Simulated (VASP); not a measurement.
# Mo (Im-3m) in VASP: notebook

Runs on Mo. Level: r2SCAN. Tasks: single point, relaxation of cell and atoms.

Everything below comes from runs of VASP 6.6.1. Logs are shortened: lines on timing, memory, paths and dates and some standing lists are left out, and cuts for length are marked.

### 1 The cell of the first run

It takes space group Im-3m (No. 229, cubic). Conventional cell: a = 3.150 Å, b = 3.150 Å, c = 3.150 Å, α = 90.00°, β = 90.00°, γ = 90.00°. Mo (site symmetry m-3m) has 14 Mo at 2.73 to 3.15 Å within 3.6 Å.

### 2 Single point, r2SCAN

POSCAR reads:

```
Mo
1.0
   -1.5752359805      1.5752359805      1.5752359805
    1.5752359805     -1.5752359805      1.5752359805
    1.5752359805      1.5752359805     -1.5752359805
Mo
1
Direct
    0.0000000000      0.0000000000      0.0000000000
```

INCAR.step1 reads:

```
SYSTEM = Mo
PREC = Accurate
ENCUT = 520
ISMEAR = 0
SIGMA = 0.1
LREAL = .FALSE.
LASPH = .TRUE.
NELM = 80
NBANDS = 13
GGA = PE
ALGO = Normal
EDIFF = 1E-4
LWAVE = .TRUE.
LCHARG = .FALSE.
```

INCAR.step2 reads:

```
SYSTEM = Mo
PREC = Accurate
ENCUT = 520
EDIFF = 1E-7
ISMEAR = 0
SIGMA = 0.1
LREAL = .FALSE.
LASPH = .TRUE.
NELM = 80
ALGO = Normal
ISIF = 2
LWAVE = .FALSE.
LCHARG = .FALSE.
METAGGA = R2SCAN
LMIXTAU = .TRUE.
NBANDS = 13
ISTART = 1
```

KPOINTS reads:

```
Automatic mesh
0
G
  18 18 18
  0 0 0
```

Potentials or basis: VASP PAW PBE potentials, release 64 (Mo_sv).

On the command line:

```
$ cat potpaw_PBE.64/Mo_sv/POTCAR > POTCAR
$ cp INCAR.step1 INCAR
$ mpirun -np 1 vasp_std > vasp.out
$ cp INCAR.step2 INCAR
$ mpirun -np 1 vasp_std > vasp.out
```

OUTCAR:

```text
SYSTEM = Mo
   PREC = Accurate
   ENCUT = 520
   EDIFF = 1E-7
   ISMEAR = 0
   LREAL = .FALSE.
   LASPH = .TRUE.
   NELM = 80
   ISIF = 2
   METAGGA = R2SCAN
   ISTART = 1

 ion  position               nearest neighbor table
   1  0.000  0.000  0.000-

  LATTYP: Found a body centered cubic cell.
 ALAT       =     3.1504719610

  Lattice vectors:

 A1 = (  -1.5752359805,   1.5752359805,   1.5752359805)
 A2 = (   1.5752359805,  -1.5752359805,   1.5752359805)
 A3 = (   1.5752359805,   1.5752359805,  -1.5752359805)

Analysis of symmetry for initial positions (statically):
=====================================================================
 Subroutine PRICEL returns:
 Original cell was already a primitive cell.

 Routine SETGRP: Setting up the symmetry group for a
 body centered cubic supercell.

 Subroutine GETGRP returns: Found 48 space group operations
 (whereof 48 operations were pure point group operations)
 out of a pool of 48 trial point group operations.

The static configuration has the point symmetry O_h .

Analysis of symmetry for dynamics (positions and initial velocities):
=====================================================================
 Subroutine PRICEL returns:
 Original cell was already a primitive cell.

 Routine SETGRP: Setting up the symmetry group for a
 body centered cubic supercell.

 Subroutine GETGRP returns: Found 48 space group operations
 (whereof 48 operations were pure point group operations)
 out of a pool of 48 trial point group operations.

The dynamic configuration has the point symmetry O_h .

 Subroutine INISYM returns: Found 48 space group operations
 (whereof 48 operations are pure point group operations),
 and found     1 'primitive' translations

----------------------------------------------------------------------------------------

                                     Primitive cell

  volume of cell :      15.6350

  direct lattice vectors                    reciprocal lattice vectors
    -1.575235981  1.575235981  1.575235981     0.000000000  0.317412760  0.317412760
     1.575235981 -1.575235981  1.575235981     0.317412760  0.000000000  0.317412760
     1.575235981  1.575235981 -1.575235981     0.317412760  0.317412760  0.000000000

  length of vectors
     2.728388752  2.728388752  2.728388752     0.448889430  0.448889430  0.448889430

  position of ions in fractional coordinates (direct lattice)
     0.000000000  0.000000000  0.000000000

  ion indices of the primitive-cell ions
   primitive index   ion index
                 1           1

----------------------------------------------------------------------------------------

 KPOINTS: Automatic mesh

Automatic generation of k-mesh.
 Grid dimensions read from file:
 generate k-points for:   18   18   18

 Generating k-lattice:

  Cartesian coordinates                     Fractional coordinates (reciprocal lattice)
     0.000000000  0.017634042  0.017634042     0.055555556  0.000000000  0.000000000
     0.017634042  0.000000000  0.017634042     0.000000000  0.055555556  0.000000000
     0.017634042  0.017634042  0.000000000     0.000000000  0.000000000  0.055555556

  Length of vectors
     0.024938302  0.024938302  0.024938302

  Shift w.r.t. Gamma in fractional coordinates (k-lattice)
     0.000000000  0.000000000  0.000000000

 Subroutine IBZKPT returns following result:
 ===========================================

 Found    195 irreducible k-points:

 Following reciprocal coordinates:
            Coordinates               Weight
  0.000000  0.000000  0.000000      1.000000
  0.055556  0.000000  0.000000     12.000000
  0.111111  0.000000  0.000000     12.000000
  0.166667  0.000000  0.000000     12.000000
  0.222222  0.000000  0.000000     12.000000
  0.277778  0.000000  0.000000     12.000000
[... 16 lines left out ...]
  0.333333  0.111111  0.000000     48.000000
  0.388889  0.111111  0.000000     48.000000
 [... further k-points ...]
   k-points           NKPTS =    195   k-points in BZ     NKDIM =    195   number of bands    NBANDS=     13
   number of dos      NEDOS =    301   number of ions     NIONS =      1
   total plane-waves  NPLWV =   8000
   dimension x,y,z NGX =    20 NGY =   20 NGZ =   20
   dimension x,y,z NGXF=    40 NGYF=   40 NGZF=   40
   ions per type =               1
   NGX,Y,Z   is equivalent  to a cutoff of  12.19, 12.19, 12.19 a.u.
   NGXF,Y,Z  is equivalent  to a cutoff of  24.37, 24.37, 24.37 a.u.
 SYSTEM =  Mo
   PREC   = accura    normal or accurate (medium, high low for compatibility)
   ISTART =      1    job   : 0-new  1-cont  2-samecut
   ICHARG =      0    charge: 1-file 2-atom 10-const
   ISPIN  =      1    spin polarized calculation?
   LNONCOLLINEAR =      F non collinear calculations
   LSORBIT =      F    spin-orbit coupling
   LASPH  =      T    aspherical Exc in radial PAW
   ENCUT  =  520.0 eV  38.22 Ry    6.18 a.u.   5.07  5.07  5.07*2*pi/ulx,y,z
   NELM   =     80;   NELMIN=  2; NELMDL=  0     # of ELM steps
   EDIFF  = 0.1E-06   stopping-criterion for ELM
   LREAL  =      F    real-space projection
   EDIFFG = 0.1E-05   stopping-criterion for IOM
   NSW    =      0    number of steps for IOM
   IBRION =     -1    ionic relax: 0-MD 1-quasi-New 2-CG
   NFREE  =      0    steps in history (QN), initial steepest desc. (CG)
   ISIF   =      2    stress and relaxation
   ISYM   =      2    0-nonsym 1-usesym 2-fastsym
   POTIM  = 0.5000    time-step for ionic-motion
   TEBEG  =    0.0;   TEEND  =   0.0 temperature during run
   PSTRESS=    0.0 pullay stress
   NELECT =      14.0000    total number of electrons
   NUPDOWN=      -1.0000    fix difference up-down
   EMIN   =  10.00;   EMAX   =-10.00  energy-range for DOS
   EFERMI =   0.00;   METHOD = LEGACY
   ISMEAR =     0;   SIGMA  =   0.10  broadening in eV -4-tet -1-fermi 0-gaus
   EFERMI_NEDOS =   21; number of points for ismear=-14 and -15
   IALGO  =     38    algorithm
   IMIX   =      4    mixing-type and parameters
     AMIX     =   0.40;   BMIX     =  1.00
     AMIX_MAG =   1.60;   BMIX_MAG =  1.00
  volume/ion in A,a.u.               =      15.63       105.51
  Fermi-wavevector in a.u.,A,eV,Ry     =   1.577921  2.981838 33.876252  2.489834
  Thomas-Fermi vector in A             =   2.678530
   LORBIT       =      0    0 simple, 1 ext, 2 COOP (PROOUT), +10 PAW based schemes
   METAGGA = R2SCAN    functional components
   LHFCALC =     F    Hartree Fock is set to
   AEXX    =    0.0000 exact exchange contribution
   IVDW    =     0    specifies the selected vdW correction
   LEPSILON=     F    determine dielectric tensor
   LRPA    =     F    only Hartree local field effects (RPA)
 non-spin polarized calculation
 Gauss-broadening in eV      SIGMA  =   0.10
  energy-cutoff  :      520.00
  volume of cell :       15.63
 maximum number of plane-waves:       434
   NGX = 11   NGY = 11   NGZ = 11

 number of electron      14.0000002 magnetization

 Free energy of the ion-electron system (eV)
  ---------------------------------------------------
  ext. energy  EPLUGINS =         0.00000000
  ---------------------------------------------------
  free energy    TOTEN  =       -26.07727068 eV

  energy without entropy =      -26.07445142  energy(sigma->0) =      -26.07586105

 E-fermi :  12.5588     XC(G=0): -14.6355

 val. band max:       12.5524896674   @ k =  -0.3889   0.4444   0.2778
 cond. band min:      12.5937679448   @ k =   0.3889   0.1111   0.0556
 fundamental gap:      0.0412782774
 Fermi energy:        12.5588461124

 k-point     1 :       0.0000    0.0000    0.0000
  band No.  band energies     occupation
      1     -50.6788      2.00000
      2     -23.1509      2.00000
      3     -23.1509      2.00000
      4     -23.1509      2.00000
      5       4.8841      2.00000
      6      11.1236      2.00000
      7      11.1236      2.00000
      8      11.1236      2.00000
      9      14.4580      0.00000
     10      14.4580      0.00000
     11      28.0410      0.00000
     12      28.0410      0.00000
     13      28.0410      0.00000

 k-point     2 :       0.0556    0.0000    0.0000
  band No.  band energies     occupation
      1     -50.6701      2.00000
      2     -23.1996      2.00000
      3     -23.1658      2.00000
      4     -23.1512      2.00000
      5       5.0284      2.00000
      6      11.0411      2.00000
      7      11.1095      2.00000
      8      11.2577      2.00000
      9      14.3333      0.00000
     10      14.4588      0.00000
     11      28.1492      0.00000
     12      28.2835      0.00000
     13      28.3226      0.00000

 k-point     3 :       0.1111    0.0000    0.0000
  band No.  band energies     occupation
      1     -50.6452      2.00000
      2     -23.3387      2.00000
      3     -23.2085      2.00000
      4     -23.1523      2.00000
      5       5.4404      2.00000
      6      10.8121      2.00000
      7      11.0497      2.00000
      8      11.6543      2.00000
      9      14.0567      0.00000
     10      14.4673      0.00000
     11      28.4069      0.00000
     12      28.9897      0.00000
     13      29.0181      0.00000

 k-point     4 :       0.1667    0.0000    0.0000
  band No.  band energies     occupation
      1     -50.6069      2.00000
      2     -23.5480      2.00000
      3     -23.2733      2.00000
      4     -23.1539      2.00000
      5       6.0488      2.00000
      6      10.4828      2.00000
      7      10.9278      2.00000
      8      12.2962      1.99980
      9      13.8332      0.00000
     10      14.4975      0.00000
     11      28.5869      0.00000
     12      29.6963      0.00000
     13      30.1047      0.00000

 k-point     5 :       0.2222    0.0000    0.0000
  band No.  band energies     occupation
      1     -50.5595      2.00000
      2     -23.7990      2.00000
      3     -23.3520      2.00000
      4     -23.1559      2.00000
      5       6.7022      2.00000
      6      10.1089      2.00000
      7      10.8427      2.00000
      8      13.1524      0.00000
      9      13.7991      0.00000
     10      14.5641      0.00000
     11      28.3460      0.00000
     12      29.7486      0.00000
     13      31.5556      0.00000
[... 257 lines left out ...]
 k-point    22 :       0.2778    0.1111    0.0000
  band No.  band energies     occupation
      1     -50.4476      2.00000
      2     -24.2961      2.00000
      3     -23.5438      2.00000
      4     -23.2228      2.00000
      5       7.6431      2.00000
      6       9.4830      2.00000
      7      11.0758      2.00000
      8      13.8735      0.00000
      9      15.0805      0.00000
     10      16.0889      0.00000
     11      26.8767      0.00000
     12      27.8074      0.00000
     13      32.6914      0.00000

 k-point    23 :       0.3333    0.1111    0.0000
  band No.  band energies     occupation
      1     -50.4104      2.00000
      2     -24.4582      2.00000
      3     -23.6199      2.00000
      4     -23.2263      2.00000
      5       7.5224      2.00000
      6       9.2622      2.00000
      7      11.8575      2.00000
      8      14.1501      0.00000
      9      15.2477      0.00000
     10      17.2417      0.00000
     11      25.8395      0.00000
     12      26.6339      0.00000
     13      31.3888      0.00000

 k-point    24 :       0.3889    0.1111    0.0000
  band No.  band energies     occupation
      1     -50.3860      2.00000
      2     -24.5625      2.00000
      3     -23.6696      2.00000
      4     -23.2284      2.00000
      5       7.3834      2.00000
      6       9.1267      2.00000
      7      12.5197      1.42058
      8      14.2883      0.00000
      9      15.4815      0.00000
     10      18.1460      0.00000
     11      24.8673      0.00000
     12      25.9233      0.00000
     13      30.4327      0.00000

 [... further k-points ...]
[... 5 lines left out ...]
  --------------------------------------------------------------------------------------
  -------------------------------------------------------------------------------------
  Total        0.1095581      0.1095581      0.1095581      0.0000000      0.0000000      0.0000000
  in kB       11.2268591     11.2268591     11.2268591      0.0000000      0.0000000      0.0000000
  external PRESSURE =      11.2268591 kB  Pullay stress =       0.0000000 kB

 VOLUME and BASIS-vectors are now :
 -----------------------------------------------------------------------------
  energy-cutoff  :      520.00
  volume of cell :       15.63
      direct lattice vectors                 reciprocal lattice vectors
    -1.575235981  1.575235981  1.575235981     0.000000000  0.317412760  0.317412760
     1.575235981 -1.575235981  1.575235981     0.317412760  0.000000000  0.317412760
     1.575235981  1.575235981 -1.575235981     0.317412760  0.317412760  0.000000000

 POSITION                                       TOTAL-FORCE (eV/Angst)
 -----------------------------------------------------------------------------------
      0.00000      0.00000      0.00000        -0.000000     -0.000000      0.000000
 -----------------------------------------------------------------------------------
    total drift:                                0.000000     -0.000000      0.000000

  FREE ENERGIE OF THE ION-ELECTRON SYSTEM (eV)
  ---------------------------------------------------
  free  energy   TOTEN  =       -26.0772706771 eV

  energy  without entropy=      -26.0744514193  energy(sigma->0) =      -26.07586105
```

Wall time 53 s (1 thread of Intel Xeon 6975P-C (Granite Rapids), shared host); peak memory 0.15 GiB.

What came out:

| Property | Result |
| --- | --- |
| Free energy | -26.0773 eV |
| Pressure | 1.1 GPa |
| Band gap on the k mesh | zero (band 7 reaches 16.69 eV, above the bottom of band 8 at 11.12 eV) |

Levels at points of the mesh, in eV from the Fermi level:
```tsv
k point	band 5	band 6	band 7	band 8	band 9	band 10
(0.00, 0.00, 0.00)	-7.67	-1.44	-1.44	-1.44	1.90	1.90
(0.50, 0.00, 0.00)	-5.61	-3.60	1.57	1.88	2.58	4.91
(0.50, 0.50, 0.50)	-5.66	-5.66	4.13	4.13	4.13	9.46
```

Caveat: the PAW data sets were made with another functional, which shifts forces and pressure a little.

[end of part 1 of 3]
